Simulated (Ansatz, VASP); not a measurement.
Given: the input of a run of VASP 6.6.1 on NaLa3.

Contents of INCAR:

```
PREC = Accurate
ENCUT = 520
EDIFF = 1E-7
ISMEAR = -1
SIGMA = 0.05
LREAL = F
LASPH = T
NELM = 80
ALGO = Normal
ISIF = 2
LWAVE = F
LCHARG = F
GGA = PE
NBANDS = 28
```

File KPOINTS:

```
Automatic mesh
0
Gamma
  5 5 5
```

File POSCAR:

```
NaLa3
1.0
    5.1489857286      0.0000000000      0.0000000000
    0.0000000000      5.1489857286      0.0000000000
    0.0000000000      0.0000000000      5.1489857286
La Na
3 1
Direct
    0.5000000000      0.5000000000      0.0000000000
    0.0000000000      0.5000000000      0.5000000000
    0.5000000000      0.0000000000      0.5000000000
    0.0000000000      0.0000000000      0.0000000000
```

Potentials or basis: VASP PAW PBE potentials, release 64 (La, Na_pv).

Launch:

```console
$ cat potpaw_PBE.64/La/POTCAR potpaw_PBE.64/Na_pv/POTCAR > POTCAR
$ mpirun -np 1 vasp_std > vasp.out
```

Task: Translate it to Ansatz 0.2.0. Potentials there: Ansatz PAW.

Result: As run (the cutoff follows the program's own potentials):

File input.yaml:

```yaml
crystal:
  lattice:
    - [5.1489857286, 0.0, 0.0]
    - [0.0, 5.1489857286, 0.0]
    - [0.0, 0.0, 5.1489857286]
  atoms:
    - { symbol: La, position: [0.5, 0.5, 0.0] }
    - { symbol: La, position: [0.0, 0.5, 0.5] }
    - { symbol: La, position: [0.5, 0.0, 0.5] }
    - { symbol: Na, position: [0.0, 0.0, 0.0] }
hamiltonian:
  xc: pbe
  pseudopotentials: { kind: paw }
kpoints:
  mp_grid: { grid: [5, 5, 5] }
scf:
  occupations: { method: fermi_dirac, width: 0.05 }
output:
  forces: true
  stress: true
  eigenvalues: true
```

Potentials or basis: Ansatz PAW.

Command:

```bash
$ ansatz run input.yaml --threads 2 --pin off --max-ram 5120MiB --backend cpu --events-out ev --progress --plain --runs-dir out
```

Both were run:

|  | VASP | Ansatz | Ansatz less VASP |
| --- | --- | --- | --- |
| gap on the k mesh at the Fermi level (eV) | none | none | - |
| pressure (GPa) | 1.9 | 1.9 | -0.05 |

A gap of «none» marks a metal or a gap that the smearing closes. VASP's potentials hold 40 valence electrons a cell and Ansatz's 42, so a difference there can come from the potentials and not from the codes.

Neither program's run includes spin-orbit coupling.
